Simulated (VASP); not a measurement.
Si16O (a cell with a defect), 17 atoms in the cell. The cell holds a defect, 17 atoms: a = 7.640 Å, b = 7.640 Å, c = 7.640 Å, α = 60.00°, β = 60.00°, γ = 60.00°.  This cell differs from its parent crystal: with an interstitial atom, then relaxed in part.

* Program: VASP 6.6.1
* Task: single point
* Functional: LDA
* Potentials or basis: VASP PAW LDA potentials, release 64 (Si, O)
* Cutoff: 520 eV
* k mesh: 3 × 3 × 3
* Occupations: gaussian, width 0.02 eV
* Spin: no spin polarisation
* Dipole correction: no
* Further INCAR settings: LREAL = Auto; ALGO = Normal; EDIFF = 1e-06; NBANDS = 49

Potentials or basis: VASP PAW LDA potentials, release 64 (Si, O).

The run is started by

```sh
$ cat potpaw_LDA.64/Si/POTCAR potpaw_LDA.64/O/POTCAR > POTCAR
$ mpirun -np 1 vasp_std > vasp.out
```

Hardware: 1 thread of Intel(R) Xeon(R) 6975P-C (Granite Rapids), with other jobs on the host.

**Question.** How long does it take, and how much memory?

**Answer.** Wall time 4.2 min on 1 thread of Intel(R) Xeon(R) 6975P-C (Granite Rapids) (shared host), peak memory 0.43 GiB. Counts: scf iterations 19, k points 14.
